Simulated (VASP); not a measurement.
A run of VASP 6.6.1 is set up as follows.

File INCAR:

```
ALGO = Normal ; EDIFF = 1E-8
ENCUT = 520 ; GGA_COMPAT = F
ISIF = 2 ; ISMEAR = -1
LASPH = T ; LCHARG = F
LEFG = T ; LREAL = F
LWAVE = F ; NBANDS = 11
NELM = 120 ; PREC = Accurate
SIGMA = 0.02
```

KPOINTS

```
k-points
0
Gamma
  10 10 10
```

POSCAR

```
AlN
1.0
    0.0000000000      1.9780000000      1.9384400000
    1.9780000000      0.0000000000      1.9384400000
    1.9780000000      1.9780000000      0.0000000000
Al N
1 1
Direct
    0.0000000000      0.0000000000      0.0000000000
    0.5000000000      0.5000000000      0.5000000000
```

Potentials or basis: VASP PAW LDA potentials, release 64 (Al, N).

The run is started by

```bash
$ cat potpaw_LDA.64/Al/POTCAR potpaw_LDA.64/N/POTCAR > POTCAR
$ mpirun -np 1 vasp_std > vasp.out
```

(1) Predict the pressure.

(2) Predict the band gap on the k mesh.

Answers

(1) 20.4 GPa.

(2) 4.84 eV (least direct gap 7.01 eV).

Caveat: the cell differs from its parent crystal (zz strain of -2 %); the cell stands under pressure; without QUAD_EFG the Cq values of the log hold for a quadrupole moment of 1 mb, not for the nuclei.
